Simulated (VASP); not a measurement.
Input of a VASP 6.6.1 run:

INCAR

```
  PREC = Accurate
  ENCUT = 520
  EDIFF = 1E-6
  ISMEAR = 0
  SIGMA = 0.01
  LREAL = F
  LASPH = T
  NELM = 100
  ALGO = Normal
  ISIF = 2
  LWAVE = F
  LCHARG = F
  GGA = PS
  NBANDS = 26
```

File KPOINTS:

```
Automatic mesh
0
Gamma
  6 6 4
```

The input POSCAR:

```
CdS
1.0
    3.9551842084      0.0000000000      0.0000000000
   -1.9775921042      3.4252900011      0.0000000000
    0.0000000000      0.0000000000      6.4495074531
Cd S
2 2
Direct
    0.3333333333      0.6666666667     -0.0003221574
    0.6666666667      0.3333333333      0.4996778426
    0.3333333333      0.6666666667      0.3753221574
    0.6666666667      0.3333333333      0.8753221574
```

Potentials or basis: VASP PAW PBE potentials, release 64 (Cd, S).

The run is started by

```console
$ cat potpaw_PBE.64/Cd/POTCAR potpaw_PBE.64/S/POTCAR > POTCAR
$ mpirun -np 1 vasp_std > vasp.out
```

(1) What does it give for the band gap on the k mesh?

(2) Estimate the pressure.

Answers

(1) 1.36 eV, direct.

(2) 10.7 GPa.

Caveat: the PAW data sets were made with another functional, which shifts forces and pressure a little.
